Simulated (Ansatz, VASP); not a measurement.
One calculation of In, two programs

```xyz
1
Lattice="-1.8441 1.8441 1.8441 1.8441 -1.8441 1.8441 1.8441 1.8441 -1.8441" Properties=species:S:1:pos:R:3 pbc="T T T"
In    0.0000    0.0000    0.0000
```

Alike in both runs: task single point; functional PBE0; k mesh 6 × 6 × 6; occupations fermi-dirac, width 0.05 eV; no spin polarisation.

|  | VASP | Ansatz |
| --- | --- | --- |
| version | VASP 6.6.1 | Ansatz 0.2.0 |
| potentials or method | VASP PAW PBE potentials, release 64 (In_d) | Ansatz PAW |
| plane-wave cutoff (eV) | 520 | 420 |
| valence electrons in the cell | 13 | 13 |

|  | VASP | Ansatz | Ansatz less VASP |
| --- | --- | --- | --- |
| gap on the k mesh at the Fermi level (eV) | none | none | - |
| pressure (GPa) | 2.2 | 2.4 | +0.22 |

A gap of «none» marks a metal or a gap that the smearing closes. The functional is the same, so the differences come from potentials, cutoffs and numerics.

The k mesh is coarse, so the values compare programs but aren't converged.
